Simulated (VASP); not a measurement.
Set up this calculation in VASP 6.6.1, as the native input.

- Task: single point
- Functional: PBE
- Dispersion: D3(BJ)
- Potentials or basis: VASP PAW PBE potentials, release 64 (Ta_pv, Te)
- Cutoff: 520 eV
- k mesh: 8 × 8 × 8
- Occupations: fermi-dirac, width 0.05 eV
- Spin: no spin polarisation
- Dipole correction: no
- Further INCAR settings: ALGO = Normal; EDIFF = 1e-06; NBANDS = 16

The structure of TaTe lies in POSCAR:

```
TaTe
1.0
    3.3854460679      0.0000000000      0.0000000000
    0.0000000000      3.3854460679      0.0000000000
    0.0000000000      0.0000000000      3.3854460679
Ta Te
1 1
Direct
    0.5000000000      0.5000000000      0.5000000000
    0.0000000000      0.0000000000      0.0000000000
```

The input as run:

INCAR

```
PREC = Accurate
ENCUT = 520
EDIFF = 1E-6
ISMEAR = -1
SIGMA = 0.05
LREAL = False
LASPH = True
NELM = 100
ALGO = Normal
ISIF = 2
LWAVE = False
LCHARG = False
GGA = PE
IVDW = 12
NBANDS = 16
```

KPOINTS

```
Automatic mesh
0
Gamma
  8 8 8
```

Potentials or basis: VASP PAW PBE potentials, release 64 (Ta_pv, Te).

Command:

```bash
$ cat potpaw_PBE.64/Ta_pv/POTCAR potpaw_PBE.64/Te/POTCAR > POTCAR
$ mpirun -np 1 vasp_std > vasp.out
```

It gave:

* Pressure: -1.0 GPa
* Dispersion energy per atom: -0.681 eV

Caveat: three body term missing; pairwise dispersion overbinds metals, which lowers pressure and volume.

Wall time 36 s on 1 thread of Intel(R) Xeon(R) Platinum 8175M CPU @ 2.50GHz (Skylake/Cascade Lake) (shared host), peak memory 0.18 GiB.
